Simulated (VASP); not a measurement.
# AlN (I-4m2) in VASP: a series of runs

AlN is run at these levels: PBE; tasks: single point.

Everything below comes from runs of VASP 6.6.1. Logs are shortened: lines on timing, memory, paths and dates and some standing lists are left out, and cuts for length are marked.

## Step 1: The cell of the first run

The structure is tetragonal, space group I-4m2 (No. 119). The conventional cell has a = 3.467 Å, b = 3.467 Å, c = 3.467 Å, α = 90.00°, β = 90.00°, γ = 90.00°. Within 2.6 Å of Al (site symmetry -4m2) lie 4 N at 1.94 Å. Within 2.6 Å of N (site symmetry -4m2) lie 4 Al at 1.94 Å.

## Step 2: Single point, PBE

INCAR reads:

```
PREC = Accurate
ENCUT = 520
EDIFF = 1E-6
ISMEAR = 0
SIGMA = 0.05
LREAL = F
LASPH = T
NELM = 60
ALGO = Normal
ISIF = 2
LWAVE = F
LCHARG = F
GGA = PE
NBANDS = 11
```

KPOINTS reads:

```
regular mesh
0
Gamma
  10 10 10
```

POSCAR reads:

```
AlN
1.0
    0.0000000000      2.4515732958      1.7332623201
    2.4515732958      0.0000000000      1.7332623201
    2.4515732958      2.4515732958      0.0000000000
Al N
1 1
Direct
    0.0000000000      0.0000000000      0.0000000000
    0.7500000000      0.7500000000      0.7500000000
```

Potentials or basis: VASP PAW PBE potentials, release 64 (Al, N).

The run is started by

```sh
$ cat potpaw_PBE.64/Al/POTCAR potpaw_PBE.64/N/POTCAR > POTCAR
$ mpirun -np 1 vasp_std > vasp.out
```

OUTCAR:

```text
PREC = Accurate
   ENCUT = 520
   EDIFF = 1E-6
   ISMEAR = 0
   LREAL = F
   LASPH = T
   NELM = 60
   ISIF = 2
   GGA = PE

 ion  position               nearest neighbor table
   1  0.000  0.000  0.000-   2 1.94   2 1.94   2 1.94   2 1.94
   2  0.750  0.750  0.750-   1 1.94   1 1.94   1 1.94   1 1.94

  LATTYP: Found a body centered tetragonal cell.
 ALAT       =     3.4670482041
 C/A-ratio  =     0.9998489886

  Lattice vectors:

 A1 = (   0.0000000000,  -2.4515732958,  -1.7332623201)
 A2 = (   0.0000000000,   2.4515732958,  -1.7332623201)
 A3 = (   2.4515732958,   0.0000000000,   1.7332623201)

Analysis of symmetry for initial positions (statically):
=====================================================================
 Subroutine PRICEL returns:
 Original cell was already a primitive cell.

 Routine SETGRP: Setting up the symmetry group for a
 body centered tetragonal supercell.

 Subroutine GETGRP returns: Found  8 space group operations
 (whereof  8 operations were pure point group operations)
 out of a pool of 16 trial point group operations.

The static configuration has the point symmetry D_2d.

Analysis of symmetry for dynamics (positions and initial velocities):
=====================================================================
 Subroutine PRICEL returns:
 Original cell was already a primitive cell.

 Routine SETGRP: Setting up the symmetry group for a
 body centered tetragonal supercell.

 Subroutine GETGRP returns: Found  8 space group operations
 (whereof  8 operations were pure point group operations)
 out of a pool of 16 trial point group operations.

The dynamic configuration has the point symmetry D_2d.

 Subroutine INISYM returns: Found  8 space group operations
 (whereof  8 operations are pure point group operations),
 and found     1 'primitive' translations

----------------------------------------------------------------------------------------

                                     Primitive cell

  volume of cell :      20.8345

  direct lattice vectors                    reciprocal lattice vectors
     0.000000000  2.451573296  1.733262320    -0.203950663  0.203950663  0.288473357
     2.451573296  0.000000000  1.733262320     0.203950663 -0.203950663  0.288473357
     2.451573296  2.451573296  0.000000000     0.203950663  0.203950663 -0.288473357

  length of vectors
     3.002400689  3.002400689  3.467048204     0.407932131  0.407932131  0.407932131

  position of ions in fractional coordinates (direct lattice)
     0.000000000  0.000000000  0.000000000
     0.750000000  0.750000000  0.750000000

  ion indices of the primitive-cell ions
   primitive index   ion index
                 1           1
                 2           2

----------------------------------------------------------------------------------------

 KPOINTS: regular mesh

Automatic generation of k-mesh.
 Grid dimensions read from file:
 generate k-points for:   10   10   10

 Generating k-lattice:

  Cartesian coordinates                     Fractional coordinates (reciprocal lattice)
    -0.020395066  0.020395066  0.028847336     0.100000000  0.000000000  0.000000000
     0.020395066 -0.020395066  0.028847336     0.000000000  0.100000000  0.000000000
     0.020395066  0.020395066 -0.028847336     0.000000000  0.000000000  0.100000000

  Length of vectors
     0.040793213  0.040793213  0.040793213

  Shift w.r.t. Gamma in fractional coordinates (k-lattice)
     0.000000000  0.000000000  0.000000000

 Subroutine IBZKPT returns following result:
 ===========================================

 Found    102 irreducible k-points:

 Following reciprocal coordinates:
            Coordinates               Weight
  0.000000  0.000000  0.000000      1.000000
  0.100000 -0.000000  0.000000      8.000000
  0.200000 -0.000000  0.000000      8.000000
  0.300000 -0.000000  0.000000      8.000000
  0.400000 -0.000000  0.000000      8.000000
  0.500000 -0.000000  0.000000      4.000000
[... 16 lines left out ...]
  0.300000  0.300000  0.000000      2.000000
  0.400000  0.300000  0.000000      8.000000
 [... further k-points ...]
   k-points           NKPTS =    102   k-points in BZ     NKDIM =    102   number of bands    NBANDS=     11
   number of dos      NEDOS =    301   number of ions     NIONS =      2
   total plane-waves  NPLWV =  16128
   dimension x,y,z NGX =    24 NGY =   24 NGZ =   28
   dimension x,y,z NGXF=    48 NGYF=   48 NGZF=   56
   ions per type =               1   1
   NGX,Y,Z   is equivalent  to a cutoff of  13.29, 13.29, 13.43 a.u.
   NGXF,Y,Z  is equivalent  to a cutoff of  26.58, 26.58, 26.85 a.u.
 SYSTEM =  unknown system
   PREC   = accura    normal or accurate (medium, high low for compatibility)
   ISTART =      0    job   : 0-new  1-cont  2-samecut
   ICHARG =      2    charge: 1-file 2-atom 10-const
   ISPIN  =      1    spin polarized calculation?
   LNONCOLLINEAR =      F non collinear calculations
   LSORBIT =      F    spin-orbit coupling
   LASPH  =      T    aspherical Exc in radial PAW
   ENCUT  =  520.0 eV  38.22 Ry    6.18 a.u.   5.58  5.58  6.45*2*pi/ulx,y,z
   NELM   =     60;   NELMIN=  2; NELMDL= -5     # of ELM steps
   EDIFF  = 0.1E-05   stopping-criterion for ELM
   LREAL  =      F    real-space projection
   EDIFFG = 0.1E-04   stopping-criterion for IOM
   NSW    =      0    number of steps for IOM
   IBRION =     -1    ionic relax: 0-MD 1-quasi-New 2-CG
   NFREE  =      0    steps in history (QN), initial steepest desc. (CG)
   ISIF   =      2    stress and relaxation
   ISYM   =      2    0-nonsym 1-usesym 2-fastsym
   POTIM  = 0.5000    time-step for ionic-motion
   TEBEG  =    0.0;   TEEND  =   0.0 temperature during run
   PSTRESS=    0.0 pullay stress
   NELECT =       8.0000    total number of electrons
   NUPDOWN=      -1.0000    fix difference up-down
   EMIN   =  10.00;   EMAX   =-10.00  energy-range for DOS
   EFERMI =   0.00;   METHOD = LEGACY
   ISMEAR =     0;   SIGMA  =   0.05  broadening in eV -4-tet -1-fermi 0-gaus
   EFERMI_NEDOS =   21; number of points for ismear=-14 and -15
   IALGO  =     38    algorithm
   IMIX   =      4    mixing-type and parameters
     AMIX     =   0.40;   BMIX     =  1.00
     AMIX_MAG =   1.60;   BMIX_MAG =  1.00
  volume/ion in A,a.u.               =      10.42        70.30
  Fermi-wavevector in a.u.,A,eV,Ry     =   1.189899  2.248583 19.263943  1.415860
  Thomas-Fermi vector in A             =   2.325996
   LORBIT       =      0    0 simple, 1 ext, 2 COOP (PROOUT), +10 PAW based schemes
   GGA     = PE    functional components
   LHFCALC =     F    Hartree Fock is set to
   AEXX    =    0.0000 exact exchange contribution
   IVDW    =     0    specifies the selected vdW correction
   LEPSILON=     F    determine dielectric tensor
   LRPA    =     F    only Hartree local field effects (RPA)
 non-spin polarized calculation
 Gauss-broadening in eV      SIGMA  =   0.05
  energy-cutoff  :      520.00
  volume of cell :       20.83
 maximum number of plane-waves:       586
 NGX is ok and might be reduce to    24
   NGX = 11   NGY = 11   NGZ = 13

 number of electron       8.0000000 magnetization

 Free energy of the ion-electron system (eV)
  ---------------------------------------------------
  ext. energy  EPLUGINS =         0.00000000
  ---------------------------------------------------
  free energy    TOTEN  =       -14.46092102 eV

  energy without entropy =      -14.46092102  energy(sigma->0) =      -14.46092102

 E-fermi :   7.2448     XC(G=0): -11.0326

 val. band max:        7.0243311531   @ k =   0.0000   0.0000   0.0000
 cond. band min:       9.9874476043   @ k =   0.5000   0.5000   0.0000
 fundamental gap:      2.9631164513
 Fermi energy:         7.2447597616

 k-point     1 :       0.0000    0.0000    0.0000
  band No.  band energies     occupation
      1      -8.8028      2.00000
      2       6.0988      2.00000
      3       6.0988      2.00000
      4       7.0243      2.00000
      5      10.0841      0.00000
      6      18.7985      0.00000
      7      19.2095      0.00000
      8      19.3762      0.00000
      9      19.3762      0.00000
     10      22.4919      0.00000
     11      22.4919      0.00000

 k-point     2 :       0.1000   -0.0000    0.0000
  band No.  band energies     occupation
      1      -8.6436      2.00000
      2       5.4883      2.00000
      3       5.9378      2.00000
      4       6.7235      2.00000
      5      10.8476      0.00000
      6      17.8799      0.00000
      7      17.9308      0.00000
      8      19.5969      0.00000
      9      19.9625      0.00000
     10      21.5790      0.00000
     11      23.7742      0.00000

 k-point     3 :       0.2000   -0.0000    0.0000
  band No.  band energies     occupation
      1      -8.1891      2.00000
      2       3.9446      2.00000
      3       5.5499      2.00000
      4       6.5551      2.00000
      5      11.9593      0.00000
      6      16.3460      0.00000
      7      16.5535      0.00000
      8      19.8310      0.00000
      9      21.4081      0.00000
     10      21.8721      0.00000
     11      26.3393      0.00000

 k-point     4 :       0.3000   -0.0000    0.0000
  band No.  band energies     occupation
      1      -7.5248      2.00000
      2       2.2947      2.00000
      3       5.1235      2.00000
      4       6.4501      2.00000
      5      12.2105      0.00000
      6      15.5070      0.00000
      7      16.0094      0.00000
      8      20.2082      0.00000
      9      22.6774      0.00000
     10      23.4098      0.00000
     11      27.9709      0.00000

 k-point     5 :       0.4000   -0.0000    0.0000
  band No.  band energies     occupation
      1      -6.8529      2.00000
      2       0.9774      2.00000
      3       4.8120      2.00000
      4       6.3714      2.00000
      5      11.7920      0.00000
      6      14.8604      0.00000
      7      16.6288      0.00000
      8      20.7403      0.00000
      9      23.2437      0.00000
     10      25.3900      0.00000
     11      26.9550      0.00000
[... 211 lines left out ...]
 k-point    21 :      -0.3000    0.2000    0.0000
  band No.  band energies     occupation
      1      -7.0054      2.00000
      2       2.2717      2.00000
      3       4.3900      2.00000
      4       5.4483      2.00000
      5      13.1264      0.00000
      6      14.1046      0.00000
      7      16.9107      0.00000
      8      19.7660      0.00000
      9      21.9709      0.00000
     10      23.4018      0.00000
     11      25.9579      0.00000

 k-point    22 :      -0.2000    0.2000    0.0000
  band No.  band energies     occupation
      1      -7.6092      2.00000
      2       3.1344      2.00000
      3       4.8932      2.00000
      4       5.8641      2.00000
      5      13.3107      0.00000
      6      14.3292      0.00000
      7      16.9534      0.00000
      8      19.6540      0.00000
      9      21.9756      0.00000
     10      22.4711      0.00000
     11      25.4754      0.00000

 k-point    23 :       0.3000    0.3000    0.0000
  band No.  band energies     occupation
      1      -6.5226      2.00000
      2       2.9167      2.00000
      3       3.8303      2.00000
      4       3.8303      2.00000
      5      12.5219      0.00000
      6      13.9475      0.00000
      7      18.3364      0.00000
      8      18.3364      0.00000
      9      22.7607      0.00000
     10      23.1378      0.00000
     11      28.8031      0.00000

 k-point    24 :       0.4000    0.3000    0.0000
  band No.  band energies     occupation
      1      -6.0297      2.00000
      2       2.3512      2.00000
      3       3.4501      2.00000
      4       3.8415      2.00000
      5      12.0254      0.00000
      6      13.1608      0.00000
      7      18.5212      0.00000
      8      18.6156      0.00000
      9      22.5984      0.00000
     10      25.0639      0.00000
     11      29.1710      0.00000

 [... further k-points ...]

------------------------ aborting loop because EDIFF is reached ----------------------------------------

  FORCE on cell =-STRESS in cart. coord.  units (eV):
  Direction    XX          YY          ZZ          XY          YZ          ZX
  --------------------------------------------------------------------------------------
  -------------------------------------------------------------------------------------
  Total       -1.7624400     -1.7624400      1.2560420      0.0000000      0.0000000      0.0000000
  in kB     -135.5316929   -135.5316929     96.5896743      0.0000000      0.0000000      0.0000000
  external PRESSURE =     -58.1579038 kB  Pullay stress =       0.0000000 kB

 VOLUME and BASIS-vectors are now :
 -----------------------------------------------------------------------------
  energy-cutoff  :      520.00
  volume of cell :       20.83
      direct lattice vectors                 reciprocal lattice vectors
     0.000000000  2.451573296  1.733262320    -0.203950663  0.203950663  0.288473357
     2.451573296  0.000000000  1.733262320     0.203950663 -0.203950663  0.288473357
     2.451573296  2.451573296  0.000000000     0.203950663  0.203950663 -0.288473357

 POSITION                                       TOTAL-FORCE (eV/Angst)
 -----------------------------------------------------------------------------------
      0.00000      0.00000      0.00000        -0.000000     -0.000000      0.000000
      3.67736      3.67736      2.59989         0.000000      0.000000     -0.000000
 -----------------------------------------------------------------------------------
    total drift:                                0.000001      0.000001     -0.000001

  FREE ENERGIE OF THE ION-ELECTRON SYSTEM (eV)
  ---------------------------------------------------
  free  energy   TOTEN  =       -14.4609210217 eV

  energy  without entropy=      -14.4609210217  energy(sigma->0) =      -14.46092102
```

It took 34 s on 1 thread of AMD EPYC 7R43 (Zen 3), shared host; peak memory 0.11 GiB.

Results:

| Quantity | Value |
| --- | --- |
| Free energy | -14.4609 eV |
| Pressure | -5.8 GPa |
| Band gap on the k mesh | 2.96 eV, indirect (least direct gap 3.06 eV) |

Stress tensor (GPa, compression positive):
```
-13.55   0.00   0.00
  0.00 -13.55   0.00
  0.00   0.00   9.66
```

Levels at points of the mesh, in eV from the valence-band top:
```tsv
k point	band 1	band 2	band 3	band 4	band 5	band 6	band 7	band 8	band 9
(0.00, 0.00, 0.00)	-15.83	-0.93	-0.93	0.00	3.06	11.77	12.19	12.35	12.35
(0.50, 0.00, 0.00)	-13.57	-6.58	-2.32	-0.68	4.55	7.62	9.97	14.02	16.26
(0.50, 0.50, 0.00)	-12.38	-4.25	-4.25	-3.32	2.96	3.90	13.16	13.16	16.04
(0.50, 0.00, 0.50)	-13.50	-6.86	-1.38	-1.32	3.82	9.34	10.89	11.76	16.88
```

 A k mesh can miss the band edges.

(Continued in part 2 of 2.)
